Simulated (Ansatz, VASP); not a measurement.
HfSiO4 in VASP and in Ansatz

```
CELL_PARAMETERS angstrom
3.19364 -3.28994 0.00000
3.19364 3.28994 0.00000
0.00000 0.00000 2.97468
ATOMIC_POSITIONS crystal
Hf 0.00000 0.00000 0.00000
Si 0.50000 0.50000 0.50000
O 0.22133 0.22133 0.50000
O 0.67812 0.32188 0.00000
O 0.32188 0.67812 0.00000
O 0.77867 0.77867 0.50000
```

Alike in both runs: task relaxation of cell and atoms; functional PBE; k mesh 6 × 6 × 10; occupations gaussian, width 0.02 eV; no spin polarisation.

|  | VASP | Ansatz |
| --- | --- | --- |
| version | VASP 6.6.1 | Ansatz 0.2.0 |
| potentials or method | VASP PAW PBE potentials, release 64 (Hf_pv, Si, O), cutoff 600 eV | scalar-relativistic, plane waves, PAW |
| valence electrons in the cell | 38 | 54 |

|  | VASP | Ansatz | Ansatz less VASP |
| --- | --- | --- | --- |
| gap on the k mesh at the Fermi level, each at its own relaxed structure (eV) | 1.84 | 1.81 | -0.021 |
| relaxed volume (Å³/atom) | 10.34 | 10.42 | +0.075 |
| relaxed length of the cell vector where the two differ most in proportion (Å) | 4.573 | 4.585 | +0.0123 |

VASP's potentials hold 38 valence electrons a cell and Ansatz's 54, so a difference there can come from the potentials and not from the codes.

Neither program's run includes spin-orbit coupling.
